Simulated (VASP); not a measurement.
A run of VASP 6.6.1:

POSCAR

```
BAs
1.0
    0.0000000000      2.3918698977      2.3918698977
    2.3918698977      0.0000000000      2.3918698977
    2.3918698977      2.3918698977      0.0000000000
B As
1 1
Direct
    0.0000000000      0.0000000000      0.0000000000
    0.2500000000      0.2500000000      0.2500000000
```

File INCAR.step1:

```
PREC = Accurate
ENCUT = 420
EDIFF = 1E-5
ISMEAR = 0
SIGMA = 0.01
LREAL = False
LASPH = True
NELM = 120
ALGO = Normal
ISIF = 2
LWAVE = True
LCHARG = False
GGA = PE
NBANDS = 16
GGA_COMPAT = False
```

Contents of INCAR.step2:

```
PREC = Accurate
ENCUT = 420
EDIFF = 1E-6
ISMEAR = 0
SIGMA = 0.01
LREAL = False
LASPH = True
NELM = 120
ALGO = Normal
ISIF = 2
LWAVE = False
LCHARG = False
GGA = PE
LHFCALC = True
AEXX = 0.35
PRECFOCK = Normal
ISTART = 1
NBANDS = 16
GGA_COMPAT = False
```

The input KPOINTS:

```
regular mesh
0
Gamma
  4 4 4
```

Potentials or basis: VASP PAW PBE potentials, release 64 (B, As_d).

Command:

```sh
$ cat potpaw_PBE.64/B/POTCAR potpaw_PBE.64/As_d/POTCAR > POTCAR
$ cp INCAR.step1 INCAR
$ mpirun -np 1 vasp_std > vasp.out
$ cp INCAR.step2 INCAR
$ mpirun -np 1 vasp_std > vasp.out
```

Hardware: 1 thread of AMD EPYC 9R45 (Zen 5), on a shared host.

Task: How long does it take, and how much memory?

Result: Run time: 2.4 min on 1 thread of AMD EPYC 9R45 (Zen 5) (shared host), peak memory 0.11 GiB. Counts: k points 8.
